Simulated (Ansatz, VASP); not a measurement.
## KMgF3: VASP beside Ansatz

```
K Mg F
1.0
     4.17086    0.00000    0.00000
     0.00000    3.95472    0.00000
     0.00000    0.00000    3.95472
K Mg F
1 1 3
Direct
  0.50000 0.50000 0.50000
  0.00000 0.00000 0.00000
  0.00000 0.50000 0.00000
  0.00000 0.00000 0.50000
  0.50000 0.00000 0.00000
```

Alike in both runs: task single point; functional PBEsol; k mesh 6 × 6 × 6; occupations gaussian, width 0.02 eV; no spin polarisation.

```csv
,VASP,Ansatz
version,VASP 6.6.1,Ansatz 0.2.0
potentials or method,"VASP PAW PBE potentials, release 64 (K_sv, Mg, F), cutoff 600 eV","scalar-relativistic, plane waves, PAW"
valence electrons in the cell,32,40
```

VASP gave:

```
gap on the k mesh at the Fermi level (eV)                     : 6.88
least direct gap on the mesh (eV)                             : 7.22
pressure (GPa)                                                : -1.9
traceless stress, the component that is largest in VASP (GPa) : -2.88
```

Estimate Ansatz's values.

gap on the k mesh at the Fermi level (eV): 6.90; least direct gap on the mesh (eV): 7.24; pressure (GPa): -1.4; traceless stress, the component that is largest in VASP (GPa): -2.89.

VASP's potentials were made for PBE, not for PBEsol. With one functional, cell and mesh, what is left measures potentials, basis and numerics. VASP's potentials hold 32 valence electrons a cell and Ansatz's 40, so a difference there can come from the potentials and not from the codes.
